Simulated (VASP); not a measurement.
# ScRu3 (Pm-3m) in VASP: settings compared

ScRu3 is run at these levels: PBEsol+D3(BJ), PBEsol; tasks: single point, relaxation of cell and atoms.

All numbers are computed with VASP 6.6.1; they aren't measurements. Logs are shortened: lines on timing, memory, paths and dates and some standing lists are left out, and cuts for length are marked.

### Step 1. The cell of the first run

Symmetry: Pm-3m, No. 221, cubic system. The conventional cell has a = 3.938 Å, b = 3.938 Å, c = 3.938 Å, α = 90.00°, β = 90.00°, γ = 90.00°. Ru (site symmetry 4/mmm) has 8 Ru at 2.78 Å and 4 Sc at 2.78 Å within 3.7 Å. Sc (site symmetry m-3m) has 12 Ru at 2.78 Å within 3.7 Å.

### Step 2. Single point, PBEsol+D3(BJ)

INCAR reads:

```
PREC = Accurate
ENCUT = 520
EDIFF = 1E-6
ISMEAR = -1
SIGMA = 0.05
LREAL = False
LASPH = True
NELM = 60
ALGO = Normal
ISIF = 2
LWAVE = False
LCHARG = False
GGA = PS
IVDW = 12
NBANDS = 34
```

KPOINTS reads:

```
Automatic mesh
0
Gamma
  7 7 7
```

POSCAR reads:

```
ScRu3
1.0
    3.9384370000      0.0000000000      0.0000000000
    0.0000000000      3.9384370000      0.0000000000
    0.0000000000      0.0000000000      3.9384370000
Ru Sc
3 1
Direct
    0.5000000000      0.5000000000      0.0000000000
    0.5000000000      0.0000000000      0.5000000000
    0.0000000000      0.5000000000      0.5000000000
    0.0000000000      0.0000000000      0.0000000000
```

Potentials or basis: VASP PAW PBE potentials, release 64 (Ru_pv, Sc_sv).

Command:

```sh
> cat potpaw_PBE.64/Ru_pv/POTCAR potpaw_PBE.64/Sc_sv/POTCAR > POTCAR
> mpirun -np 1 vasp_std > vasp.out
```

OUTCAR:

```text
PREC = Accurate
   ENCUT = 520
   EDIFF = 1E-6
   ISMEAR = -1
   LREAL = False
   LASPH = True
   NELM = 60
   ISIF = 2
   GGA = PS
   IVDW = 12
 IVDW          = 12

 ion  position               nearest neighbor table
   1  0.500  0.500  0.000-   2 2.78   3 2.78   4 2.78   2 2.78   3 2.78   2 2.78   4 2.78   2 2.78
                             3 2.78   4 2.78   3 2.78   4 2.78
   2  0.500  0.000  0.500-   1 2.78   3 2.78   4 2.78   1 2.78   4 2.78   1 2.78   3 2.78   1 2.78
                             3 2.78   4 2.78   4 2.78   3 2.78
   3  0.000  0.500  0.500-   1 2.78   2 2.78   4 2.78   1 2.78   4 2.78   2 2.78   4 2.78   4 2.78
                             1 2.78   2 2.78   1 2.78   2 2.78
   4  0.000  0.000  0.000-   1 2.78   2 2.78   3 2.78   2 2.78   3 2.78   1 2.78   3 2.78   3 2.78
                             1 2.78   2 2.78   2 2.78   1 2.78

  LATTYP: Found a simple cubic cell.
 ALAT       =     3.9384370000

  Lattice vectors:

 A1 = (   3.9384370000,   0.0000000000,   0.0000000000)
 A2 = (   0.0000000000,   3.9384370000,   0.0000000000)
 A3 = (   0.0000000000,   0.0000000000,   3.9384370000)

Analysis of symmetry for initial positions (statically):
=====================================================================
 Subroutine PRICEL returns:
 Original cell was already a primitive cell.

 Routine SETGRP: Setting up the symmetry group for a
 simple cubic supercell.

 Subroutine GETGRP returns: Found 48 space group operations
 (whereof 48 operations were pure point group operations)
 out of a pool of 48 trial point group operations.

The static configuration has the point symmetry O_h .

Analysis of symmetry for dynamics (positions and initial velocities):
=====================================================================
 Subroutine PRICEL returns:
 Original cell was already a primitive cell.

 Routine SETGRP: Setting up the symmetry group for a
 simple cubic supercell.

 Subroutine GETGRP returns: Found 48 space group operations
 (whereof 48 operations were pure point group operations)
 out of a pool of 48 trial point group operations.

The dynamic configuration has the point symmetry O_h .

 Subroutine INISYM returns: Found 48 space group operations
 (whereof 48 operations are pure point group operations),
 and found     1 'primitive' translations

----------------------------------------------------------------------------------------

                                     Primitive cell

  volume of cell :      61.0902

  direct lattice vectors                    reciprocal lattice vectors
     3.938437000  0.000000000  0.000000000     0.253907832  0.000000000  0.000000000
     0.000000000  3.938437000  0.000000000     0.000000000  0.253907832  0.000000000
     0.000000000  0.000000000  3.938437000     0.000000000  0.000000000  0.253907832

  length of vectors
     3.938437000  3.938437000  3.938437000     0.253907832  0.253907832  0.253907832

  position of ions in fractional coordinates (direct lattice)
     0.500000000  0.500000000  0.000000000
     0.500000000  0.000000000  0.500000000
     0.000000000  0.500000000  0.500000000
     0.000000000  0.000000000  0.000000000

  ion indices of the primitive-cell ions
   primitive index   ion index
                 1           1
                 2           2
                 3           3
                 4           4

----------------------------------------------------------------------------------------

 KPOINTS: Automatic mesh

Automatic generation of k-mesh.
 Grid dimensions read from file:
 generate k-points for:    7    7    7

 Generating k-lattice:

  Cartesian coordinates                     Fractional coordinates (reciprocal lattice)
     0.036272547  0.000000000  0.000000000     0.142857143  0.000000000  0.000000000
     0.000000000  0.036272547  0.000000000     0.000000000  0.142857143  0.000000000
     0.000000000  0.000000000  0.036272547     0.000000000  0.000000000  0.142857143

  Length of vectors
     0.036272547  0.036272547  0.036272547

  Shift w.r.t. Gamma in fractional coordinates (k-lattice)
     0.000000000  0.000000000  0.000000000

 Subroutine IBZKPT returns following result:
 ===========================================

 Found     20 irreducible k-points:

 Following reciprocal coordinates:
            Coordinates               Weight
  0.000000  0.000000  0.000000      1.000000
  0.142857  0.000000  0.000000      6.000000
  0.285714  0.000000  0.000000      6.000000
  0.428571  0.000000  0.000000      6.000000
  0.142857  0.142857  0.000000     12.000000
  0.285714  0.142857  0.000000     24.000000
[... 12 lines left out ...]
  0.428571  0.428571  0.285714     24.000000
  0.428571  0.428571  0.428571      8.000000
   k-points           NKPTS =     20   k-points in BZ     NKDIM =     20   number of bands    NBANDS=     34
   number of dos      NEDOS =    301   number of ions     NIONS =      4
   total plane-waves  NPLWV =  27000
   dimension x,y,z NGX =    30 NGY =   30 NGZ =   30
   dimension x,y,z NGXF=    60 NGYF=   60 NGZF=   60
   ions per type =               3   1
   NGX,Y,Z   is equivalent  to a cutoff of  12.66, 12.66, 12.66 a.u.
   NGXF,Y,Z  is equivalent  to a cutoff of  25.33, 25.33, 25.33 a.u.
 SYSTEM =  unknown system
   PREC   = accura    normal or accurate (medium, high low for compatibility)
   ISTART =      0    job   : 0-new  1-cont  2-samecut
   ICHARG =      2    charge: 1-file 2-atom 10-const
   ISPIN  =      1    spin polarized calculation?
   LNONCOLLINEAR =      F non collinear calculations
   LSORBIT =      F    spin-orbit coupling
   LASPH  =      T    aspherical Exc in radial PAW
   ENCUT  =  520.0 eV  38.22 Ry    6.18 a.u.   7.32  7.32  7.32*2*pi/ulx,y,z
   NELM   =     60;   NELMIN=  2; NELMDL= -5     # of ELM steps
   EDIFF  = 0.1E-05   stopping-criterion for ELM
   LREAL  =      F    real-space projection
   EDIFFG = 0.1E-04   stopping-criterion for IOM
   NSW    =      0    number of steps for IOM
   IBRION =     -1    ionic relax: 0-MD 1-quasi-New 2-CG
   NFREE  =      0    steps in history (QN), initial steepest desc. (CG)
   ISIF   =      2    stress and relaxation
   ISYM   =      2    0-nonsym 1-usesym 2-fastsym
   POTIM  = 0.5000    time-step for ionic-motion
   TEBEG  =    0.0;   TEEND  =   0.0 temperature during run
   PSTRESS=    0.0 pullay stress
   NELECT =      53.0000    total number of electrons
   NUPDOWN=      -1.0000    fix difference up-down
   EMIN   =  10.00;   EMAX   =-10.00  energy-range for DOS
   EFERMI =   0.00;   METHOD = LEGACY
   ISMEAR =    -1;   SIGMA  =   0.05  broadening in eV -4-tet -1-fermi 0-gaus
   EFERMI_NEDOS =   21; number of points for ismear=-14 and -15
   IALGO  =     38    algorithm
   IMIX   =      4    mixing-type and parameters
     AMIX     =   0.40;   BMIX     =  1.00
     AMIX_MAG =   1.60;   BMIX_MAG =  1.00
  volume/ion in A,a.u.               =      15.27       103.06
  Fermi-wavevector in a.u.,A,eV,Ry     =   1.561383  2.950587 33.169889  2.437918
  Thomas-Fermi vector in A             =   2.664457
   LORBIT       =      0    0 simple, 1 ext, 2 COOP (PROOUT), +10 PAW based schemes
   GGA     = PS    functional components
   LHFCALC =     F    Hartree Fock is set to
   AEXX    =    0.0000 exact exchange contribution
   IVDW    =    12    specifies the selected vdW correction
   LEPSILON=     F    determine dielectric tensor
   LRPA    =     F    only Hartree local field effects (RPA)
 non-spin polarized calculation
  energy-cutoff  :      520.00
  volume of cell :       61.09
 maximum number of plane-waves:      1663
 NGX is ok and might be reduce to    30
   NGX = 15   NGY = 15   NGZ = 15

 number of electron      52.9999966 magnetization

 Free energy of the ion-electron system (eV)
  ---------------------------------------------------
  ext. energy  EPLUGINS =         0.00000000
  ---------------------------------------------------
  free energy    TOTEN  =       -37.01551397 eV

  energy without entropy =      -36.94183774  energy(sigma->0) =      -36.97867585

 E-fermi :   9.3928     XC(G=0): -13.1804

 val. band max:        9.3923649820   @ k =   0.4286   0.1429   0.1429
 cond. band min:       9.4112295727   @ k =   0.4286   0.1429   0.0000
 fundamental gap:      0.0188645908
 Fermi energy:         9.3928445865

 k-point     1 :       0.0000    0.0000    0.0000
  band No.  band energies     occupation
      1     -38.5249      2.00000
      2     -33.0261      2.00000
      3     -33.0261      2.00000
      4     -33.0261      2.00000
      5     -32.6686      2.00000
      6     -32.6686      2.00000
[... 26 lines left out ...]
     33      13.8790      0.00000
     34      13.8790      0.00000

 k-point     2 :       0.1429    0.0000    0.0000
  band No.  band energies     occupation
      1     -38.5258      2.00000
      2     -33.0126      2.00000
      3     -33.0126      2.00000
      4     -33.0026      2.00000
      5     -32.6731      2.00000
      6     -32.6731      2.00000
[... 26 lines left out ...]
     33      13.7193      0.00000
     34      13.8754      0.00000

 k-point     3 :       0.2857    0.0000    0.0000
  band No.  band energies     occupation
      1     -38.5277      2.00000
      2     -32.9781      2.00000
      3     -32.9781      2.00000
      4     -32.9369      2.00000
      5     -32.6882      2.00000
      6     -32.6882      2.00000
[... 26 lines left out ...]
     33      13.3860      0.00000
     34      13.4557      0.00000
[... 556 lines left out ...]
 k-point    19 :       0.4286    0.4286    0.2857
  band No.  band energies     occupation
      1     -38.5236      2.00000
      2     -33.1619      2.00000
      3     -32.9197      2.00000
      4     -32.8837      2.00000
      5     -32.8813      2.00000
      6     -32.6671      2.00000
[... 26 lines left out ...]
     33      13.2854      0.00000
     34      13.3186      0.00000

 k-point    20 :       0.4286    0.4286    0.4286
  band No.  band energies     occupation
      1     -38.5211      2.00000
      2     -33.2110      2.00000
      3     -32.9248      2.00000
      4     -32.9244      2.00000
      5     -32.9244      2.00000
      6     -32.6087      2.00000
[... 26 lines left out ...]
     33      13.4851      0.00000
     34      13.4912      0.00000

------------------------ aborting loop because EDIFF is reached ----------------------------------------

 Edisp (eV)   -2.20874

 E8    (eV) :    -1.5219

  FORCE on cell =-STRESS in cart. coord.  units (eV):
  Direction    XX          YY          ZZ          XY          YZ          ZX
  --------------------------------------------------------------------------------------
  -------------------------------------------------------------------------------------
  Total      -5.78744    -5.78744    -5.78744    -0.00000     0.00000    -0.00000
  in kB    -151.78373  -151.78373  -151.78373    -0.00000     0.00000    -0.00000
  external pressure =     -151.78 kB  Pullay stress =        0.00 kB

 VOLUME and BASIS-vectors are now :
 -----------------------------------------------------------------------------
  energy-cutoff  :      520.00
  volume of cell :       61.09
      direct lattice vectors                 reciprocal lattice vectors
     3.938437000  0.000000000  0.000000000     0.253907832  0.000000000  0.000000000
     0.000000000  3.938437000  0.000000000     0.000000000  0.253907832  0.000000000
     0.000000000  0.000000000  3.938437000     0.000000000  0.000000000  0.253907832

 POSITION                                       TOTAL-FORCE (eV/Angst)
 -----------------------------------------------------------------------------------
      1.96922      1.96922      0.00000         0.000000      0.000000      0.000000
      1.96922      0.00000      1.96922         0.000000      0.000000      0.000000
      0.00000      1.96922      1.96922         0.000000      0.000000      0.000000
      0.00000      0.00000      0.00000         0.000000      0.000000      0.000000
 -----------------------------------------------------------------------------------
    total drift:                                0.000000      0.000000     -0.000000

  FREE ENERGIE OF THE ION-ELECTRON SYSTEM (eV)
  ---------------------------------------------------
  free  energy   TOTEN  =       -39.2242561775 eV

  energy  without entropy=      -39.1505799455  energy(sigma->0) =      -39.18741806
```

It took 48 s on 1 thread of Intel Xeon 8259CL, shared host; peak memory 0.19 GiB.

Results:

* Free energy: -39.2243 eV
* Pressure: -15.2 GPa
* Band gap on the k mesh: zero (an odd number of electrons rules out a gap without spin polarisation)
* Dispersion energy per atom: -0.552 eV

Levels at points of the mesh, in eV from the Fermi level:
```
           k point  band 25  band 26  band 27  band 28  band 29  band 30
(0.00, 0.00, 0.00)     0.71     1.81     2.28     2.28     2.28     3.89
```

Caveat: three body term missing; the cell stands under tension; the PAW data sets were made with another functional, which shifts forces and pressure a little.

### Step 3. Relaxation of cell and atoms, PBEsol

INCAR reads:

```
PREC = Accurate ; ENCUT = 600
EDIFF = 1E-7 ; ISMEAR = -1
SIGMA = 0.05 ; LREAL = F
LASPH = T ; NELM = 60
ALGO = Normal ; ISIF = 3
LWAVE = F ; LCHARG = F
GGA = PS ; IBRION = 2
NSW = 60 ; EDIFFG = -0.01
```

KPOINTS reads:

```
regular mesh
0
Gamma
  7 7 7
```

POSCAR is that of step 2.

Potentials or basis: VASP PAW PBE potentials, release 64 (Ru_pv, Sc_sv).

Command:

```sh
> cat potpaw_PBE.64/Ru_pv/POTCAR potpaw_PBE.64/Sc_sv/POTCAR > POTCAR
> mpirun -np 1 vasp_std > vasp.out
```

Wall time 2.4 min (1 thread of Intel Xeon 8259CL, shared host); peak memory 0.21 GiB.

Results (log left out):

```yaml
Free_energy: -37.0998 eV
Relaxed_volume: 14.59 Å³/atom
Relaxed_cell: a = 3.879 Å, b = 3.879 Å, c = 3.879 Å, α = 90.00°, β = 90.00°, γ = 90.00°
Space_group_after_relaxing_to_0.1_Å: Pm-3m (No. 221)
Energy_gained_by_relaxing: 20.7 meV/atom
Ionic_steps: 4
Pressure_after_relaxing: 0.0 GPa
Band_gap_on_the_k_mesh: zero (an odd number of electrons rules out a gap without spin polarisation)
```

The path:
```tsv
step	energy change (eV)	largest force (eV/Å)	pressure (GPa)	volume (Å³)
1	0.0000	0.0000	-9.33	61.09
2	0.2469	0.0000	23.74	53.56
3	-0.0825	0.0000	-0.29	58.44
4	-0.0826	0.0000	-0.03	58.38
```

Final structure:
```
CELL_PARAMETERS angstrom
3.87930 0.00000 0.00000
0.00000 3.87930 0.00000
0.00000 0.00000 3.87930
ATOMIC_POSITIONS crystal
Ru 0.50000 0.50000 0.00000
Ru 0.50000 0.00000 0.50000
Ru 0.00000 0.50000 0.50000
Sc 0.00000 0.00000 0.00000
```

Levels at points of the mesh, in eV from the Fermi level:
| k point | band 23 | band 24 | band 25 | band 26 | band 27 | band 28 | band 29 | band 30 | band 31 |
| --- | --- | --- | --- | --- | --- | --- | --- | --- | --- |
| (0.00, 0.00, 0.00) | -1.14 | 0.76 | 0.76 | 1.95 | 2.46 | 2.46 | 2.46 | 4.10 | 4.72 |

Caveat: the PAW data sets were made with another functional, which shifts forces and pressure a little.
